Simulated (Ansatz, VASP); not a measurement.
CaCd2S3: VASP beside Ansatz

```
CELL_PARAMETERS angstrom
6.77792 0.00000 0.00000
-3.38896 5.86985 0.00000
0.00000 0.00000 3.59214
ATOMIC_POSITIONS crystal
Ca 0.00000 0.00000 0.00000
Cd 0.66667 0.33333 0.00000
Cd 0.33333 0.66667 0.00000
S 0.00000 0.50000 0.50000
S 0.50000 0.00000 0.50000
S 0.50000 0.50000 0.50000
```

Change from the starting cell: species swapped into the YbB2Ru3 type (P6/mmm, No. 191).

Alike in both runs: task single point; functional PBE; k mesh 3 × 3 × 6; occupations gaussian, width 0.1 eV; no spin polarisation.

|  | VASP | Ansatz |
| --- | --- | --- |
| version | VASP 6.6.1 | Ansatz 0.2.0 |
| potentials or method | VASP PAW PBE potentials, release 64 (Ca_sv, Cd, S), cutoff 520 eV | scalar-relativistic, plane waves, PAW |
| valence electrons in the cell | 52 | 68 |

|  | VASP | Ansatz | Ansatz less VASP |
| --- | --- | --- | --- |
| gap on the k mesh at the Fermi level (eV) | none | none | - |
| pressure (GPa) | 2.3 | 1.9 | -0.33 |
| traceless stress, the component that is largest in VASP (GPa) | 0.58 | 0.46 | -0.121 |

A gap of «none» marks a metal or a gap that the smearing closes. VASP's potentials hold 52 valence electrons a cell and Ansatz's 68, so a difference there can come from the potentials and not from the codes.
